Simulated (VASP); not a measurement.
Runs of VASP 6.6.1 on SnTe (zincblende type). The structure is that of space group F-43m (No. 216), or close to it. The cells are those of the table. 

```tsv
task	cell	cutoff (eV)	gap on the mesh (eV)	pressure (GPa)
single point	a = 4.052 Å, angles 60.0°, 2 atoms	520	none	57.3
relaxation of cell and atoms	relaxed from a = 4.394 Å, angles 60.0°, 2 atoms	600	none	0.0
single point	a = 4.844 Å, angles 60.0°, 2 atoms	520	none	2.0
single point	a = 4.591 Å, angles 60.0°, 2 atoms	520	none	9.7
single point	a = 4.262 Å, angles 60.0°, 2 atoms	520	none	(a)
```

Alike in all rows: level LDA; potentials or basis VASP PAW LDA potentials, release 64 (Sn_d, Te); no spin polarisation; k mesh 12 × 12 × 12; smearing fermi-dirac 0.1 eV.

**Question.** Fill in the values left out.

**Answer.** (a) 30.8.

Caveats: spin-orbit coupling is left out, which moves the levels of the heavy elements; the cell stands under pressure (at least some runs); semilocal functionals underestimate gaps, so a narrow gap can read as zero (at least some runs).

A k mesh can miss the band edges, and the runs leave out spin-orbit coupling on Sn, Te.

A gap of «none» marks levels without a gap at the run's occupations.
